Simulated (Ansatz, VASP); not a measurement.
# Two plane-wave programs on Mg

```xyz
1
Lattice="-1.9962 1.9962 1.4113 1.9962 -1.9962 1.4113 1.9962 1.9962 -1.4113" Properties=species:S:1:pos:R:3 pbc="T T T"
Mg    0.0000    0.0000    0.0000
```

Alike in both runs: task single point; functional PBEsol; k mesh 26 × 26 × 26; occupations gaussian, width 0.15 eV; no spin polarisation.

|  | VASP | Ansatz |
| --- | --- | --- |
| version | VASP 6.6.1 | Ansatz 0.2.0 |
| potentials or method | VASP PAW PBE potentials, release 64 (Mg), cutoff 520 eV | scalar-relativistic, plane waves, PAW |
| valence electrons in the cell | 2 | 10 |

```tsv
	VASP	Ansatz	Ansatz less VASP
gap on the k mesh at the Fermi level (eV)	none	none	-
pressure (GPa)	2.8	2.8	0.00
traceless stress, the component that is largest in VASP (GPa)	9.04	8.96	-0.082
```

VASP's potentials were made for PBE, not for PBEsol. A gap of «none» marks a metal or a gap that the smearing closes. VASP's potentials hold 2 valence electrons a cell and Ansatz's 10, so a difference there can come from the potentials and not from the codes.
